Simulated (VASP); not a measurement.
# SnO2 in VASP: further runs

SnO2 is run at these levels: r2SCAN; tasks: single point.

Everything below comes from runs of VASP 6.6.1. Logs are shortened: lines on timing, memory, paths and dates and some standing lists are left out, and cuts for length are marked.

**1. The cell of the first run**

It takes space group I4/mmm (No. 139, tetragonal). Conventional cell: a = 3.583 Å, b = 3.583 Å, c = 5.284 Å, α = 90.00°, β = 90.00°, γ = 90.00°. Sn (site symmetry 4/mmm) has 8 O at 2.23 Å within 2.9 Å. O (site symmetry -4m2) has 4 Sn at 2.23 Å and 6 O at 2.53 to 2.64 Å within 2.9 Å.

**2. Single point, r2SCAN (uniaxial x strain +4.3%)**

The input, POSCAR:

```
SnO2
1.0
    0.0000000000      2.5334669704      2.5334669704
    2.6418993567      0.0000000000      2.5334669704
    2.6418993567      2.5334669704      0.0000000000
Sn O
1 2
Direct
    0.0000000000      0.0000000000      0.0000000000
    0.2500000000      0.2500000000      0.2500000000
    0.7500000000      0.7500000000      0.7500000000
```

The input, INCAR.step1:

```
SYSTEM = SnO2
PREC = Accurate ; ENCUT = 520
ISMEAR = -1 ; SIGMA = 0.02
LREAL = .FALSE. ; LASPH = .TRUE.
NELM = 60 ; NBANDS = 20
GGA = PE ; ALGO = Normal
EDIFF = 1E-4 ; LWAVE = .TRUE.
LCHARG = .FALSE.
```

The input, INCAR.step2:

```
SYSTEM = SnO2
PREC = Accurate ; ENCUT = 520
EDIFF = 1E-7 ; ISMEAR = -1
SIGMA = 0.02 ; LREAL = .FALSE.
LASPH = .TRUE. ; NELM = 60
ALGO = Normal ; ISIF = 2
LWAVE = .FALSE. ; LCHARG = .FALSE.
METAGGA = R2SCAN ; LMIXTAU = .TRUE.
NBANDS = 20 ; ISTART = 1
```

The input, KPOINTS:

```
Automatic mesh
0
G
  8 8 8
  0 0 0
```

Potentials or basis: VASP PAW PBE potentials, release 64 (Sn_d, O).

On the command line:

```bash
> cat potpaw_PBE.64/Sn_d/POTCAR potpaw_PBE.64/O/POTCAR > POTCAR
> cp INCAR.step1 INCAR
> mpirun -np 1 vasp_std > vasp.out
> cp INCAR.step2 INCAR
> mpirun -np 1 vasp_std > vasp.out
```

OUTCAR:

```text
SYSTEM = SnO2
   PREC = Accurate
   ENCUT = 520
   EDIFF = 1E-7
   ISMEAR = -1
   LREAL = .FALSE.
   LASPH = .TRUE.
   NELM = 60
   ISIF = 2
   METAGGA = R2SCAN
   ISTART = 1

 ion  position               nearest neighbor table
   1  0.000  0.000  0.000-   3 2.23   3 2.23   3 2.23   2 2.23   3 2.23   2 2.23   2 2.23   2 2.23

   2  0.250  0.250  0.250-   1 2.23   1 2.23   1 2.23   1 2.23
   3  0.750  0.750  0.750-   1 2.23   1 2.23   1 2.23   1 2.23

  LATTYP: Found a body centered tetragonal cell.
 ALAT       =     3.5828633494
 C/A-ratio  =     1.4747419028

  Lattice vectors:

 A1 = (   2.6418993567,   0.0000000000,   2.5334669704)
 A2 = (   2.6418993567,   0.0000000000,  -2.5334669704)
 A3 = (  -2.6418993567,   2.5334669704,   0.0000000000)

Analysis of symmetry for initial positions (statically):
=====================================================================
 Subroutine PRICEL returns:
 Original cell was already a primitive cell.

 Routine SETGRP: Setting up the symmetry group for a
 body centered tetragonal supercell.

 Subroutine GETGRP returns: Found 16 space group operations
 (whereof 16 operations were pure point group operations)
 out of a pool of 16 trial point group operations.

The static configuration has the point symmetry D_4h.

Analysis of symmetry for dynamics (positions and initial velocities):
=====================================================================
 Subroutine PRICEL returns:
 Original cell was already a primitive cell.

 Routine SETGRP: Setting up the symmetry group for a
 body centered tetragonal supercell.

 Subroutine GETGRP returns: Found 16 space group operations
 (whereof 16 operations were pure point group operations)
 out of a pool of 16 trial point group operations.

The dynamic configuration has the point symmetry D_4h.

 Subroutine INISYM returns: Found 16 space group operations
 (whereof 16 operations are pure point group operations),
 and found     1 'primitive' translations

----------------------------------------------------------------------------------------

                                     Primitive cell

  volume of cell :      33.9138

  direct lattice vectors                    reciprocal lattice vectors
     0.000000000  2.533466970  2.533466970    -0.189257777  0.197358010  0.197358010
     2.641899357  0.000000000  2.533466970     0.189257777 -0.197358010  0.197358010
     2.641899357  2.533466970  0.000000000     0.189257777  0.197358010 -0.197358010

  length of vectors
     3.582863349  3.660339752  3.660339752     0.337222293  0.337222293  0.337222293

  position of ions in fractional coordinates (direct lattice)
     0.000000000  0.000000000  0.000000000
     0.250000000  0.250000000  0.250000000
     0.750000000  0.750000000  0.750000000

  ion indices of the primitive-cell ions
   primitive index   ion index
                 1           1
                 2           2
                 3           3

----------------------------------------------------------------------------------------

 KPOINTS: Automatic mesh

Automatic generation of k-mesh.
 Grid dimensions read from file:
 generate k-points for:    8    8    8

 Generating k-lattice:

  Cartesian coordinates                     Fractional coordinates (reciprocal lattice)
    -0.023657222  0.024669751  0.024669751     0.125000000  0.000000000  0.000000000
     0.023657222 -0.024669751  0.024669751     0.000000000  0.125000000  0.000000000
     0.023657222  0.024669751 -0.024669751     0.000000000  0.000000000  0.125000000

  Length of vectors
     0.042152787  0.042152787  0.042152787

  Shift w.r.t. Gamma in fractional coordinates (k-lattice)
     0.000000000  0.000000000  0.000000000

 Subroutine IBZKPT returns following result:
 ===========================================

 Found     59 irreducible k-points:

 Following reciprocal coordinates:
            Coordinates               Weight
  0.000000  0.000000  0.000000      1.000000
  0.125000  0.000000  0.000000      8.000000
  0.250000  0.000000  0.000000      8.000000
  0.375000  0.000000  0.000000      8.000000
  0.500000  0.000000  0.000000      4.000000
  0.125000  0.125000  0.000000      4.000000
[... 16 lines left out ...]
  0.250000  0.125000  0.125000      4.000000
  0.375000  0.125000  0.125000      8.000000
 [... further k-points ...]
   k-points           NKPTS =     59   k-points in BZ     NKDIM =     59   number of bands    NBANDS=     20
   number of dos      NEDOS =    301   number of ions     NIONS =      3
   total plane-waves  NPLWV =  21952
   dimension x,y,z NGX =    28 NGY =   28 NGZ =   28
   dimension x,y,z NGXF=    56 NGYF=   56 NGZF=   56
   ions per type =               1   2
   NGX,Y,Z   is equivalent  to a cutoff of  12.99, 12.72, 12.72 a.u.
   NGXF,Y,Z  is equivalent  to a cutoff of  25.98, 25.43, 25.43 a.u.
 SYSTEM =  SnO2
   PREC   = accura    normal or accurate (medium, high low for compatibility)
   ISTART =      1    job   : 0-new  1-cont  2-samecut
   ICHARG =      0    charge: 1-file 2-atom 10-const
   ISPIN  =      1    spin polarized calculation?
   LNONCOLLINEAR =      F non collinear calculations
   LSORBIT =      F    spin-orbit coupling
   LASPH  =      T    aspherical Exc in radial PAW
   ENCUT  =  520.0 eV  38.22 Ry    6.18 a.u.   6.66  6.81  6.81*2*pi/ulx,y,z
   NELM   =     60;   NELMIN=  2; NELMDL=  0     # of ELM steps
   EDIFF  = 0.1E-06   stopping-criterion for ELM
   LREAL  =      F    real-space projection
   EDIFFG = 0.1E-05   stopping-criterion for IOM
   NSW    =      0    number of steps for IOM
   IBRION =     -1    ionic relax: 0-MD 1-quasi-New 2-CG
   NFREE  =      0    steps in history (QN), initial steepest desc. (CG)
   ISIF   =      2    stress and relaxation
   ISYM   =      2    0-nonsym 1-usesym 2-fastsym
   POTIM  = 0.5000    time-step for ionic-motion
   TEBEG  =    0.0;   TEEND  =   0.0 temperature during run
   PSTRESS=    0.0 pullay stress
   NELECT =      26.0000    total number of electrons
   NUPDOWN=      -1.0000    fix difference up-down
   EMIN   =  10.00;   EMAX   =-10.00  energy-range for DOS
   EFERMI =   0.00;   METHOD = LEGACY
   ISMEAR =    -1;   SIGMA  =   0.02  broadening in eV -4-tet -1-fermi 0-gaus
   EFERMI_NEDOS =   21; number of points for ismear=-14 and -15
   IALGO  =     38    algorithm
   IMIX   =      4    mixing-type and parameters
     AMIX     =   0.40;   BMIX     =  1.00
     AMIX_MAG =   1.60;   BMIX_MAG =  1.00
  volume/ion in A,a.u.               =      11.30        76.29
  Fermi-wavevector in a.u.,A,eV,Ry     =   1.498328  2.831430 30.544918  2.244988
  Thomas-Fermi vector in A             =   2.610102
   LORBIT       =      0    0 simple, 1 ext, 2 COOP (PROOUT), +10 PAW based schemes
   METAGGA = R2SCAN    functional components
   LHFCALC =     F    Hartree Fock is set to
   AEXX    =    0.0000 exact exchange contribution
   IVDW    =     0    specifies the selected vdW correction
   LEPSILON=     F    determine dielectric tensor
   LRPA    =     F    only Hartree local field effects (RPA)
 non-spin polarized calculation
  energy-cutoff  :      520.00
  volume of cell :       33.91
 maximum number of plane-waves:       934
   NGX = 13   NGY = 13   NGZ = 13

 number of electron      25.9999994 magnetization

 Free energy of the ion-electron system (eV)
  ---------------------------------------------------
  ext. energy  EPLUGINS =         0.00000000
  ---------------------------------------------------
  free energy    TOTEN  =       -41.39908630 eV

  energy without entropy =      -41.39907428  energy(sigma->0) =      -41.39908029

 E-fermi :   7.3991     XC(G=0): -12.5194

 val. band max:        7.2928109159   @ k =   0.5000  -0.2500   0.2500
 cond. band min:       7.4862912936   @ k =   0.0000   0.0000   0.0000
 fundamental gap:      0.1934803778
 Fermi energy:         7.3991439559

 k-point     1 :       0.0000    0.0000    0.0000
  band No.  band energies     occupation
      1     -14.0998      2.00000
      2     -14.0543      2.00000
      3     -14.0542      2.00000
      4     -13.9287      2.00000
      5     -13.9098      2.00000
      6     -13.1908      2.00000
[... 12 lines left out ...]
     19      22.6449      0.00000
     20      23.7095      0.00000

 k-point     2 :       0.1250    0.0000    0.0000
  band No.  band energies     occupation
      1     -14.1424      2.00000
      2     -14.0692      2.00000
      3     -14.0439      2.00000
      4     -13.9299      2.00000
      5     -13.9080      2.00000
      6     -13.0369      2.00000
[... 12 lines left out ...]
     19      22.7175      0.00000
     20      23.7069      0.00000

 k-point     3 :       0.2500    0.0000    0.0000
  band No.  band energies     occupation
      1     -14.3198      2.00000
      2     -14.0517      2.00000
      3     -14.0243      2.00000
      4     -13.9273      2.00000
      5     -13.8997      2.00000
      6     -12.5525      2.00000
[... 12 lines left out ...]
     19      23.5807      0.00000
     20      23.6619      0.00000

 k-point     4 :       0.3750    0.0000    0.0000
  band No.  band energies     occupation
      1     -14.4992      2.00000
      2     -14.0378      2.00000
      3     -14.0149      2.00000
      4     -13.9140      2.00000
      5     -13.8842      2.00000
      6     -11.8175      2.00000
[... 12 lines left out ...]
     19      23.4205      0.00000
     20      23.4810      0.00000

 k-point     5 :       0.5000    0.0000    0.0000
  band No.  band energies     occupation
      1     -14.5710      2.00000
      2     -14.0343      2.00000
      3     -14.0140      2.00000
      4     -13.9054      2.00000
      5     -13.8754      2.00000
      6     -11.2373      2.00000
[... 12 lines left out ...]
     19      23.0851      0.00000
     20      23.1638      0.00000

 k-point     6 :       0.1250    0.1250    0.0000
  band No.  band energies     occupation
      1     -14.1518      2.00000
      2     -14.0761      2.00000
      3     -14.0363      2.00000
      4     -13.9360      2.00000
      5     -13.9044      2.00000
      6     -12.9908      2.00000
[... 12 lines left out ...]
     19      22.8355      0.00000
     20      23.7422      0.00000

 k-point     7 :       0.2500    0.1250    0.0000
  band No.  band energies     occupation
      1     -14.2777      2.00000
      2     -14.0627      2.00000
      3     -14.0265      2.00000
      4     -13.9429      2.00000
      5     -13.8958      2.00000
      6     -12.6251      2.00000
[... 12 lines left out ...]
     19      23.3450      0.00000
     20      24.7787      0.00000
[... 277 lines left out ...]
 k-point    20 :      -0.3750    0.3750    0.0000
  band No.  band energies     occupation
      1     -14.5310      2.00000
      2     -14.1658      2.00000
      3     -13.9715      2.00000
      4     -13.9483      2.00000
      5     -13.8837      2.00000
      6     -10.9362      2.00000
[... 12 lines left out ...]
     19      24.3948      0.00000
     20      26.3002      0.00000

 k-point    21 :       0.5000    0.5000    0.0000
  band No.  band energies     occupation
      1     -14.6699      2.00000
      2     -13.9922      2.00000
      3     -13.9313      2.00000
      4     -13.9262      2.00000
      5     -13.8666      2.00000
      6     -11.5202      2.00000
[... 12 lines left out ...]
     19      25.2505      0.00000
     20      25.8846      0.00000

 k-point    22 :       0.0000    0.1250    0.1250
  band No.  band energies     occupation
      1     -14.1860      2.00000
      2     -14.0346      2.00000
      3     -14.0346      2.00000
      4     -13.9240      2.00000
      5     -13.9140      2.00000
      6     -13.0181      2.00000
[... 12 lines left out ...]
     19      22.9834      0.00000
     20      23.8939      0.00000

 k-point    23 :       0.2500    0.1250    0.1250
  band No.  band energies     occupation
      1     -14.2092      2.00000
      2     -14.0954      2.00000
      3     -14.0312      2.00000
      4     -13.9377      2.00000
      5     -13.9031      2.00000
      6     -12.7547      2.00000
[... 12 lines left out ...]
     19      23.5477      0.00000
     20      23.6707      0.00000

 k-point    24 :       0.3750    0.1250    0.1250
  band No.  band energies     occupation
      1     -14.3645      2.00000
      2     -14.1074      2.00000
      3     -14.0095      2.00000
      4     -13.9371      2.00000
      5     -13.8977      2.00000
      6     -12.1580      2.00000
[... 12 lines left out ...]
     19      23.4156      0.00000
     20      25.3051      0.00000

 [... further k-points ...]

------------------------ aborting loop because EDIFF is reached ----------------------------------------

  FORCE on cell =-STRESS in cart. coord.  units (eV):
  Direction    XX          YY          ZZ          XY          YZ          ZX
  --------------------------------------------------------------------------------------
  -------------------------------------------------------------------------------------
  Total       -4.2710168     -0.1786304     -0.1786304      0.0000000      0.0000000     -0.0000000
  in kB     -201.7739536     -8.4389673     -8.4389673      0.0000000      0.0000000     -0.0000000
  external PRESSURE =     -72.8839627 kB  Pullay stress =       0.0000000 kB

 VOLUME and BASIS-vectors are now :
 -----------------------------------------------------------------------------
  energy-cutoff  :      520.00
  volume of cell :       33.91
      direct lattice vectors                 reciprocal lattice vectors
     0.000000000  2.533466970  2.533466970    -0.189257777  0.197358010  0.197358010
     2.641899357  0.000000000  2.533466970     0.189257777 -0.197358010  0.197358010
     2.641899357  2.533466970  0.000000000     0.189257777  0.197358010 -0.197358010

 POSITION                                       TOTAL-FORCE (eV/Angst)
 -----------------------------------------------------------------------------------
      0.00000      0.00000      0.00000         0.000000     -0.000000     -0.000000
      1.32095      1.26673      1.26673         0.000000     -0.000000     -0.000000
      3.96285      3.80020      3.80020         0.000000      0.000000      0.000000
 -----------------------------------------------------------------------------------
    total drift:                               -0.000000     -0.000000      0.000000

  FREE ENERGIE OF THE ION-ELECTRON SYSTEM (eV)
  ---------------------------------------------------
  free  energy   TOTEN  =       -41.3990863040 eV

  energy  without entropy=      -41.3990742762  energy(sigma->0) =      -41.39908029
```

Run time: 4.4 min. Hardware: 1 thread of Intel Xeon 8259CL, shared host; peak memory 0.19 GiB.

Results:

```
Free energy            : -41.3991 eV
Pressure               : -7.3 GPa
Band gap on the k mesh : 0.19 eV (least direct gap 1.48 eV)
```

Caveat: the cell differs from its parent crystal (uniaxial x strain +4.3%); the cell stands under tension; the PAW data sets were made with another functional, which shifts forces and pressure a little; spin-orbit coupling is left out, which moves the levels of the heavy elements. A k mesh can miss the band edges.

**3. Single point, r2SCAN (strain along [111] +3.5%)**

The input, POSCAR:

```
SnO2
1.0
    0.0586075359      2.5920745063      2.5920745063
    2.5920745063      0.0586075359      2.5920745063
    2.5920745063      2.5920745063      0.0586075359
Sn O
1 2
Direct
    0.0000000000      0.0000000000      0.0000000000
    0.2497762020      0.2497762020      0.2497762020
    0.7502237980      0.7502237980      0.7502237980
```

The input, INCAR.step1:

```
SYSTEM = SnO2
PREC = Accurate ; ENCUT = 520
ISMEAR = -1 ; SIGMA = 0.02
LREAL = .False. ; LASPH = .True.
NELM = 60 ; NBANDS = 20
GGA = PE ; ALGO = Normal
EDIFF = 1E-4 ; LWAVE = .True.
LCHARG = .False.
```

The input, INCAR.step2:

```
SYSTEM = SnO2
PREC = Accurate ; ENCUT = 520
EDIFF = 1E-6 ; ISMEAR = -1
SIGMA = 0.02 ; LREAL = .False.
LASPH = .True. ; NELM = 60
ALGO = Normal ; ISIF = 2
LWAVE = .False. ; LCHARG = .False.
METAGGA = R2SCAN ; LMIXTAU = .True.
NBANDS = 20 ; ISTART = 1
```

The input, KPOINTS:

```
Automatic mesh
0
Gamma
  8 8 8
  0 0 0
```

Potentials or basis: VASP PAW PBE potentials, release 64 (Sn_d, O).

On the command line:

```bash
> cat potpaw_PBE.64/Sn_d/POTCAR potpaw_PBE.64/O/POTCAR > POTCAR
> cp INCAR.step1 INCAR
> mpirun -np 1 vasp_std > vasp.out
> cp INCAR.step2 INCAR
> mpirun -np 1 vasp_std > vasp.out
```

Run time: 4.6 min. Hardware: 1 thread of Intel Xeon 8259CL, shared host; peak memory 0.19 GiB.

Results (log left out):

```
Free energy            : -41.4657 eV
Pressure               : -5.7 GPa
Largest force          : 0.009 eV/Å
Band gap on the k mesh : 0.53 eV (least direct gap 1.72 eV)
```

Forces in eV/Å, atoms in the order of the input:
```
Sn   0.000  0.000  0.000
O   -0.005 -0.005 -0.005
O    0.005  0.005  0.005
```

Stress tensor (GPa, compression positive):
```
-5.75 -0.11 -0.11
-0.11 -5.75 -0.11
-0.11 -0.11 -5.75
```

Levels at points of the mesh, in eV from the valence-band top:
```tsv
k point	band 11	band 12	band 13	band 14	band 15	band 16
(0.00, 0.00, 0.00)	-1.44	-1.44	-1.20	0.53	7.31	8.02
(0.50, 0.00, 0.00)	-3.28	-2.14	-2.10	5.25	8.53	10.76
(0.50, 0.50, 0.00)	-0.23	-0.16	-0.11	3.69	7.78	10.33
(0.50, 0.50, 0.50)	-3.24	-2.07	-2.07	5.10	8.29	11.10
```

Caveat: the cell differs from its parent crystal (strain along [111] +3.5%); the cell stands under tension; the PAW data sets were made with another functional, which shifts forces and pressure a little; spin-orbit coupling is left out, which moves the levels of the heavy elements.

(Part 1 of 2 ends here.)
